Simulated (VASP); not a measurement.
# BaZrO3 (Pm-3m) in VASP: a series of runs

Runs on BaZrO3. Level: PBE. Tasks: single point.

Everything below comes from runs of VASP 6.6.1. Logs are shortened: lines on timing, memory, paths and dates and some standing lists are left out, and cuts for length are marked.

### Step 1. The cell of the first run

Symmetry: Pm-3m, No. 221, cubic system. Conventional cell: a = 4.226 Å, b = 4.226 Å, c = 4.226 Å, α = 90.00°, β = 90.00°, γ = 90.00°. Within 3.9 Å of Ba (site symmetry m-3m) lie 12 O at 2.99 Å and 8 Zr at 3.66 Å. Zr (site symmetry m-3m) has 6 O at 2.11 Å within 2.8 Å. Within 2.8 Å of O (site symmetry 4/mmm) lie 2 Zr at 2.11 Å.

### Step 2. Single point, PBE

INCAR reads:

```
PREC     = Accurate       # precision mode
ENCUT    = 520            # plane-wave cutoff, eV
EDIFF    = 1E-6           # SCF threshold, eV
ISMEAR   = 0              # smearing method
SIGMA    = 0.01           # smearing width, eV
LREAL    = False          # projectors in reciprocal space
LASPH    = True           # aspherical terms in the spheres
NELM     = 100            # most SCF steps
ALGO     = Normal         # electronic algorithm
ISIF     = 2              # what is computed and relaxed
LWAVE    = False          # write WAVECAR
LCHARG   = False          # write CHGCAR
GGA      = PE             # functional
NBANDS   = 28             # bands
```

KPOINTS reads:

```
Automatic mesh
0
Gamma
  6 6 6
```

POSCAR reads:

```
BaZrO3
1.0
    4.2259807445      0.0000000000      0.0000000000
    0.0000000000      4.2259807445      0.0000000000
    0.0000000000      0.0000000000      4.2259807445
Ba Zr O
1 1 3
Direct
    0.0000000000      0.0000000000      0.0000000000
    0.5000000000      0.5000000000      0.5000000000
    0.0000000000      0.5000000000      0.5000000000
    0.5000000000      0.0000000000      0.5000000000
    0.5000000000      0.5000000000      0.0000000000
```

Potentials or basis: VASP PAW PBE potentials, release 64 (Ba_sv, Zr_sv, O).

On the command line:

```
$ cat potpaw_PBE.64/Ba_sv/POTCAR potpaw_PBE.64/Zr_sv/POTCAR potpaw_PBE.64/O/POTCAR > POTCAR
$ mpirun -np 1 vasp_std > vasp.out
```

OUTCAR:

```text
PREC = Accurate
   ENCUT = 520
   EDIFF = 1E-6
   ISMEAR = 0
   LREAL = False
   LASPH = True
   NELM = 100
   ISIF = 2
   GGA = PE

 ion  position               nearest neighbor table
   1  0.000  0.000  0.000-   3 2.99   4 2.99   5 2.99   3 2.99   4 2.99   3 2.99   5 2.99   3 2.99
                             4 2.99   5 2.99   4 2.99   5 2.99   2 3.66   2 3.66   2 3.66   2 3.66
   2  0.500  0.500  0.500-   3 2.11   4 2.11   5 2.11   5 2.11   4 2.11   3 2.11   1 3.66   1 3.66
                             1 3.66   1 3.66   1 3.66   1 3.66   1 3.66   1 3.66
   3  0.000  0.500  0.500-   2 2.11   2 2.11   1 2.99   1 2.99   1 2.99   1 2.99
   4  0.500  0.000  0.500-   2 2.11   2 2.11   1 2.99   1 2.99   1 2.99   1 2.99
   5  0.500  0.500  0.000-   2 2.11   2 2.11   1 2.99   1 2.99   1 2.99   1 2.99

  LATTYP: Found a simple cubic cell.
 ALAT       =     4.2259807445

  Lattice vectors:

 A1 = (   4.2259807445,   0.0000000000,   0.0000000000)
 A2 = (   0.0000000000,   4.2259807445,   0.0000000000)
 A3 = (   0.0000000000,   0.0000000000,   4.2259807445)

Analysis of symmetry for initial positions (statically):
=====================================================================
 Subroutine PRICEL returns:
 Original cell was already a primitive cell.

 Routine SETGRP: Setting up the symmetry group for a
 simple cubic supercell.

 Subroutine GETGRP returns: Found 48 space group operations
 (whereof 48 operations were pure point group operations)
 out of a pool of 48 trial point group operations.

The static configuration has the point symmetry O_h .

Analysis of symmetry for dynamics (positions and initial velocities):
=====================================================================
 Subroutine PRICEL returns:
 Original cell was already a primitive cell.

 Routine SETGRP: Setting up the symmetry group for a
 simple cubic supercell.

 Subroutine GETGRP returns: Found 48 space group operations
 (whereof 48 operations were pure point group operations)
 out of a pool of 48 trial point group operations.

The dynamic configuration has the point symmetry O_h .

 Subroutine INISYM returns: Found 48 space group operations
 (whereof 48 operations are pure point group operations),
 and found     1 'primitive' translations

----------------------------------------------------------------------------------------

                                     Primitive cell

  volume of cell :      75.4714

  direct lattice vectors                    reciprocal lattice vectors
     4.225980745  0.000000000  0.000000000     0.236631462  0.000000000  0.000000000
[... 92 lines left out ...]
   NFREE  =      0    steps in history (QN), initial steepest desc. (CG)
   ISIF   =      2    stress and relaxation
   ISYM   =      2    0-nonsym 1-usesym 2-fastsym
   POTIM  = 0.5000    time-step for ionic-motion
   TEBEG  =    0.0;   TEEND  =   0.0 temperature during run
   PSTRESS=    0.0 pullay stress
   NELECT =      40.0000    total number of electrons
   NUPDOWN=      -1.0000    fix difference up-down
   EMIN   =  10.00;   EMAX   =-10.00  energy-range for DOS
   EFERMI =   0.00;   METHOD = LEGACY
   ISMEAR =     0;   SIGMA  =   0.01  broadening in eV -4-tet -1-fermi 0-gaus
   EFERMI_NEDOS =   21; number of points for ismear=-14 and -15
   IALGO  =     38    algorithm
   IMIX   =      4    mixing-type and parameters
     AMIX     =   0.40;   BMIX     =  1.00
     AMIX_MAG =   1.60;   BMIX_MAG =  1.00
  volume/ion in A,a.u.               =      15.09       101.86
  Fermi-wavevector in a.u.,A,eV,Ry     =   1.324852  2.503607 23.881387  1.755232
  Thomas-Fermi vector in A             =   2.454356
   LORBIT       =      0    0 simple, 1 ext, 2 COOP (PROOUT), +10 PAW based schemes
   GGA     = PE    functional components
   LHFCALC =     F    Hartree Fock is set to
   AEXX    =    0.0000 exact exchange contribution
   IVDW    =     0    specifies the selected vdW correction
   LEPSILON=     F    determine dielectric tensor
   LRPA    =     F    only Hartree local field effects (RPA)
 non-spin polarized calculation
 Gauss-broadening in eV      SIGMA  =   0.01
  energy-cutoff  :      520.00
  volume of cell :       75.47
 maximum number of plane-waves:      2054
 NGX is ok and might be reduce to    32
   NGX = 15   NGY = 15   NGZ = 15

 number of electron      39.9999986 magnetization

 Free energy of the ion-electron system (eV)
  ---------------------------------------------------
  ext. energy  EPLUGINS =         0.00000000
  ---------------------------------------------------
  free energy    TOTEN  =       -41.72304722 eV

  energy without entropy =      -41.72304722  energy(sigma->0) =      -41.72304722

 E-fermi :   3.6587     XC(G=0): -10.6470

 val. band max:        3.6147987865   @ k =   0.5000   0.5000   0.5000
 cond. band min:       6.7490674199   @ k =   0.0000   0.0000   0.0000
 fundamental gap:      3.1342686334
 Fermi energy:         3.6586853642

 k-point     1 :       0.0000    0.0000    0.0000
  band No.  band energies     occupation
      1     -43.5588      2.00000
      2     -21.7781      2.00000
      3     -21.6870      2.00000
      4     -21.6870      2.00000
      5     -21.6870      2.00000
      6     -12.7137      2.00000
[... 609 lines left out ...]
     27      12.5967      0.00000
     28      12.5967      0.00000

------------------------ aborting loop because EDIFF is reached ----------------------------------------

  FORCE on cell =-STRESS in cart. coord.  units (eV):
  Direction    XX          YY          ZZ          XY          YZ          ZX
  --------------------------------------------------------------------------------------
  -------------------------------------------------------------------------------------
  Total        0.5057098      0.5057098      0.5057098      0.0000000     -0.0000000      0.0000000
  in kB       10.7356769     10.7356769     10.7356769      0.0000000     -0.0000000      0.0000000
  external PRESSURE =      10.7356769 kB  Pullay stress =       0.0000000 kB

 VOLUME and BASIS-vectors are now :
 -----------------------------------------------------------------------------
  energy-cutoff  :      520.00
  volume of cell :       75.47
      direct lattice vectors                 reciprocal lattice vectors
     4.225980745  0.000000000  0.000000000     0.236631462  0.000000000  0.000000000
     0.000000000  4.225980745  0.000000000     0.000000000  0.236631462  0.000000000
     0.000000000  0.000000000  4.225980745     0.000000000  0.000000000  0.236631462

 POSITION                                       TOTAL-FORCE (eV/Angst)
 -----------------------------------------------------------------------------------
      0.00000      0.00000      0.00000         0.000000      0.000000      0.000000
      2.11299      2.11299      2.11299         0.000000      0.000000      0.000000
      0.00000      2.11299      2.11299         0.000000      0.000000      0.000000
      2.11299      0.00000      2.11299         0.000000      0.000000      0.000000
      2.11299      2.11299      0.00000         0.000000      0.000000      0.000000
 -----------------------------------------------------------------------------------
    total drift:                                0.000000     -0.000000     -0.000000

  FREE ENERGIE OF THE ION-ELECTRON SYSTEM (eV)
  ---------------------------------------------------
  free  energy   TOTEN  =       -41.7230472159 eV

  energy  without entropy=      -41.7230472159  energy(sigma->0) =      -41.72304722
```

OSZICAR:

```text
N       E                     dE             d eps       ncg     rms          rms(c)
DAV:   1     0.310606452415E+03    0.31061E+03   -0.21922E+04  1120   0.140E+03
DAV:   2    -0.283306424604E+02   -0.33894E+03   -0.32648E+03  1432   0.350E+02
DAV:   3    -0.487607809526E+02   -0.20430E+02   -0.20353E+02  1724   0.811E+01
DAV:   4    -0.493550776188E+02   -0.59430E+00   -0.59345E+00  1520   0.110E+01
DAV:   5    -0.493671504371E+02   -0.12073E-01   -0.12072E-01  1576   0.121E+00    0.276E+01
DAV:   6    -0.418451171292E+02    0.75220E+01   -0.38737E+01  1332   0.380E+01    0.121E+01
DAV:   7    -0.417400982463E+02    0.10502E+00   -0.28097E+00  1572   0.916E+00    0.738E+00
DAV:   8    -0.417258418926E+02    0.14256E-01   -0.37593E-01  1352   0.439E+00    0.722E-01
DAV:   9    -0.417216235575E+02    0.42183E-02   -0.63973E-02  1524   0.138E+00    0.533E-01
DAV:  10    -0.417234404557E+02   -0.18169E-02   -0.17195E-02  1540   0.105E+00    0.264E-01
DAV:  11    -0.417229833660E+02    0.45709E-03   -0.22210E-03  1384   0.376E-01    0.405E-02
DAV:  12    -0.417230509339E+02   -0.67568E-04   -0.20185E-04  1316   0.961E-02    0.456E-02
DAV:  13    -0.417230466876E+02    0.42463E-05   -0.38967E-05  1636   0.422E-02    0.682E-03
DAV:  14    -0.417230472159E+02   -0.52827E-06   -0.51128E-06  1324   0.168E-02
   1 F= -.41723047E+02 E0= -.41723047E+02  d E =-.338410E-12
```

It took 59 s on 1 thread of Intel Xeon 6975P-C, shared host; peak memory 0.2 GiB.

Results:

```yaml
Free_energy: -41.7230 eV
Pressure: 1.1 GPa
Band_gap_on_the_k_mesh: 3.13 eV, indirect (least direct gap 3.38 eV)
```

Caveat: spin-orbit coupling is left out, which moves the levels of the heavy elements. A k mesh can miss the band edges.

### Step 3. Single point, PBE

This run uses another cell than the first one, of 15.46 Å³/atom, 1.024 times its volume.

INCAR reads:

```
SYSTEM = BaZrO3
PREC = Accurate
ENCUT = 520
EDIFF = 1E-6
ISMEAR = 0
SIGMA = 0.01
LREAL = .False.
LASPH = .True.
NELM = 80
ALGO = Normal
ISIF = 2
LWAVE = .False.
LCHARG = .False.
GGA = PE
NBANDS = 28
```

KPOINTS reads:

```
regular mesh
0
Gamma
  6 6 6
  0 0 0
```

Changes to POSCAR since step 2:

```diff
@@ -2,5 +2,5 @@
 1.0
-    4.2259807445      0.0000000000      0.0000000000
-    0.0000000000      4.2259807445      0.0000000000
-    0.0000000000      0.0000000000      4.2259807445
+    4.2600627062      0.0000000000      0.0000000000
+    0.0000000000      4.2600627062      0.0000000000
+    0.0000000000      0.0000000000      4.2600627062
 Ba Zr O
```

Potentials or basis: VASP PAW PBE potentials, release 64 (Ba_sv, Zr_sv, O).

On the command line:

```
$ cat potpaw_PBE.64/Ba_sv/POTCAR potpaw_PBE.64/Zr_sv/POTCAR potpaw_PBE.64/O/POTCAR > POTCAR
$ mpirun -np 1 vasp_std > vasp.out
```

Run time: 64 s. Hardware: 1 thread of Intel Xeon 6975P-C, shared host; peak memory 0.2 GiB.

It converged, with:

| Quantity | Value |
| --- | --- |
| Free energy | -41.7165 eV |
| Pressure | -2.5 GPa |
| Band gap on the k mesh | 3.08 eV, indirect (least direct gap 3.35 eV) |

Levels at points of the mesh, in eV from the valence-band top:
```csv
k point,band 18,band 19,band 20,band 21,band 22,band 23
"(0.00, 0.00, 0.00)",-0.27,-0.27,-0.27,3.08,3.08,3.08
"(0.50, 0.00, 0.00)",-1.56,-0.51,-0.51,3.48,5.39,5.39
"(0.50, 0.50, 0.00)",-0.93,-0.90,-0.07,5.37,5.37,6.16
"(0.50, 0.50, 0.50)",0.00,0.00,0.00,5.79,5.79,5.79
```

Caveat: spin-orbit coupling is left out, which moves the levels of the heavy elements.

### Step 4. Single point, PBE

This run uses another cell than the first one, of 15.83 Å³/atom, 1.049 times its volume.

INCAR reads:

```
SYSTEM = BaZrO3
  ALGO = Normal
  EDIFF = 1E-6
  ENCUT = 520
  GGA = PE
  ISIF = 2
  ISMEAR = 0
  LASPH = .True.
  LCHARG = .False.
  LREAL = .False.
  LWAVE = .False.
  NBANDS = 28
  NELM = 80
  PREC = Accurate
  SIGMA = 0.01
```

KPOINTS reads:

```
k-points
0
Gamma
  6 6 6
  0 0 0
```

Changes to POSCAR since step 3:

```diff
@@ -2,5 +2,5 @@
 1.0
-    4.2600627062      0.0000000000      0.0000000000
-    0.0000000000      4.2600627062      0.0000000000
-    0.0000000000      0.0000000000      4.2600627062
+    4.2936078882      0.0000000000      0.0000000000
+    0.0000000000      4.2936078882      0.0000000000
+    0.0000000000      0.0000000000      4.2936078882
 Ba Zr O
```

On the command line:

```
$ cat potpaw_PBE.64/Ba_sv/POTCAR potpaw_PBE.64/Zr_sv/POTCAR potpaw_PBE.64/O/POTCAR > POTCAR
$ mpirun -np 1 vasp_std > vasp.out
```

Run time: 58 s. Hardware: 1 thread of Intel Xeon 6975P-C, shared host; peak memory 0.2 GiB.

Results (log left out):

| Property | Result |
| --- | --- |
| Free energy | -41.6721 eV |
| Pressure | -5.5 GPa |
| Band gap on the k mesh | 3.02 eV, indirect (least direct gap 3.31 eV) |

Levels at points of the mesh, in eV from the valence-band top:
| k point | band 16 | band 17 | band 18 | band 19 | band 20 | band 21 | band 22 | band 23 | band 24 | band 25 |
| --- | --- | --- | --- | --- | --- | --- | --- | --- | --- | --- |
| (0.00, 0.00, 0.00) | -0.88 | -0.88 | -0.29 | -0.29 | -0.29 | 3.02 | 3.02 | 3.02 | 4.55 | 4.55 |
| (0.50, 0.00, 0.00) | -1.63 | -1.63 | -1.50 | -0.54 | -0.54 | 3.40 | 5.24 | 5.24 | 6.17 | 6.32 |
| (0.50, 0.50, 0.00) | -2.19 | -0.95 | -0.93 | -0.93 | -0.07 | 5.22 | 5.22 | 6.02 | 6.05 | 7.20 |
| (0.50, 0.50, 0.50) | -2.48 | -2.48 | 0.00 | 0.00 | 0.00 | 5.70 | 5.70 | 5.70 | 6.39 | 6.39 |

Caveat: spin-orbit coupling is left out, which moves the levels of the heavy elements.

### Step 5. Single point, PBE

This run uses another cell than the first one, of 16.20 Å³/atom, 1.073 times its volume.

INCAR reads:

```
ALGO     = Normal         # electronic algorithm
EDIFF    = 1E-6           # SCF threshold, eV
ENCUT    = 520            # plane-wave cutoff, eV
GGA      = PE             # functional
ISIF     = 2              # what is computed and relaxed
ISMEAR   = 0              # smearing method
LASPH    = True           # aspherical terms in the spheres
LCHARG   = False          # write CHGCAR
LREAL    = False          # projectors in reciprocal space
LWAVE    = False          # write WAVECAR
NBANDS   = 28             # bands
NELM     = 100            # most SCF steps
PREC     = Accurate       # precision mode
SIGMA    = 0.01           # smearing width, eV
```

KPOINTS reads:

```
k-points
0
Gamma
  6 6 6
```

Changes to POSCAR since step 4:

```diff
@@ -2,5 +2,5 @@
 1.0
-    4.2936078882      0.0000000000      0.0000000000
-    0.0000000000      4.2936078882      0.0000000000
-    0.0000000000      0.0000000000      4.2936078882
+    4.3266369391      0.0000000000      0.0000000000
+    0.0000000000      4.3266369391      0.0000000000
+    0.0000000000      0.0000000000      4.3266369391
 Ba Zr O
```

On the command line:

```
$ cat potpaw_PBE.64/Ba_sv/POTCAR potpaw_PBE.64/Zr_sv/POTCAR potpaw_PBE.64/O/POTCAR > POTCAR
$ mpirun -np 1 vasp_std > vasp.out
```

Wall time 63 s (1 thread of Intel Xeon 6975P-C, shared host); peak memory 0.2 GiB.

The run converged. Its results:

```yaml
Free_energy: -41.5942 eV
Pressure: -8.2 GPa
Band_gap_on_the_k_mesh: 2.97 eV, indirect (least direct gap 3.27 eV)
```

Levels at points of the mesh, in eV from the valence-band top:
```
           k point  band 16  band 17  band 18  band 19  band 20  band 21  band 22  band 23  band 24  band 25
(0.00, 0.00, 0.00)    -0.85    -0.85    -0.31    -0.31    -0.31     2.97     2.97     2.97     4.52     4.52
(0.50, 0.00, 0.00)    -1.59    -1.59    -1.45    -0.55    -0.55     3.33     5.10     5.10     6.08     6.21
(0.50, 0.50, 0.00)    -2.12    -0.99    -0.92    -0.92    -0.07     5.08     5.08     5.87     5.91     7.06
(0.50, 0.50, 0.50)    -2.46    -2.46     0.00     0.00     0.00     5.62     5.62     5.62     6.20     6.20
```

Caveat: spin-orbit coupling is left out, which moves the levels of the heavy elements.

### Step 6. Overview

| cell | gap on the mesh (eV) | pressure (GPa) |
| --- | --- | --- |
| a = 4.226 Å, 5 atoms | 3.13 | 1.1 |
| a = 4.260 Å, 5 atoms | 3.08 | -2.5 |
| a = 4.294 Å, 5 atoms | 3.02 | -5.5 |
| a = 4.327 Å, 5 atoms | 2.97 | -8.2 |

Alike in all rows: task single point; level PBE; potentials or basis VASP PAW PBE potentials, release 64 (Ba_sv, Zr_sv, O); no spin polarisation; k mesh 6 × 6 × 6; cutoff (eV) 520; smearing gaussian 0.01 eV.

Caveats: spin-orbit coupling is left out, which moves the levels of the heavy elements.

Absolute energies hang on the potentials; compare differences alone.
